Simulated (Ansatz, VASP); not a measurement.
## One calculation of Si2W, two programs

Contents of INCAR:

```
SYSTEM = Si2W
PREC = Accurate ; ENCUT = 520
EDIFF = 1E-7 ; ISMEAR = 0
SIGMA = 0.15 ; LREAL = .False.
LASPH = .True. ; NELM = 100
ALGO = Normal ; ISIF = 2
LWAVE = .False. ; LCHARG = .False.
GGA = PE ; NBANDS = 18
```

The input KPOINTS:

```
Automatic mesh
0
Gamma
  22 22 22
  0 0 0
```

Contents of POSCAR:

```
Si2W
1.0
   -1.5193004636      1.5193004636      4.4417810464
    1.5193004636     -1.5193004636      4.4417810464
    1.5193004636      1.5193004636     -4.4417810464
Si W
2 1
Direct
    0.3345744059      0.3345744059      0.0000000000
    0.6654255941      0.6654255941      0.0000000000
    0.0000000000      0.0000000000      0.0000000000
```

Input for Ansatz:

```yaml
crystal:
  lattice:
    - [-1.5193004636, 1.5193004636, 4.4417810464]
    - [1.5193004636, -1.5193004636, 4.4417810464]
    - [1.5193004636, 1.5193004636, -4.4417810464]
  atoms:
    - { symbol: Si, position: [0.3345744059, 0.3345744059, 0.0] }
    - { symbol: Si, position: [0.6654255941, 0.6654255941, 0.0] }
    - { symbol: W, position: [0.0, 0.0, 0.0] }
basis:
  ecutwfc: 420
kpoints:
  mp_grid: { grid: [22, 22, 22] }
hamiltonian:
  xc: pbe
scf:
  occupations: { method: gaussian, width: 0.15 }
output:
  forces: true
  stress: true
  eigenvalues: true
  write_density: true
  write_potential: true
  elf: true
  volumetric_format: npy
```

Alike in both runs: task single point; functional PBE; k mesh 22 × 22 × 22; occupations gaussian, width 0.15 eV; no spin polarisation.

|  | VASP | Ansatz |
| --- | --- | --- |
| version | VASP 6.6.1 | Ansatz 0.2.0 |
| potentials or method | VASP PAW PBE potentials, release 64 (Si, W_sv), cutoff 520 eV | scalar-relativistic, plane waves, PAW |
| valence electrons in the cell | 22 | 22 |

```csv
,VASP,Ansatz,Ansatz less VASP
gap on the k mesh at the Fermi level (eV),none,none,-
pressure (GPa),3.5,3.3,-0.13
"traceless stress, the component that is largest in VASP (GPa)",-32.19,-32.15,+0.046
rms of the force components (eV/Å),0.105,0.110,+0.0057
```

Atom by atom the forces differ by 0.006 eV/Å (rms over components). A gap of «none» marks a metal or a gap that the smearing closes. With one functional, cell and mesh, what is left measures potentials, basis and numerics.

Spin-orbit coupling is off throughout.
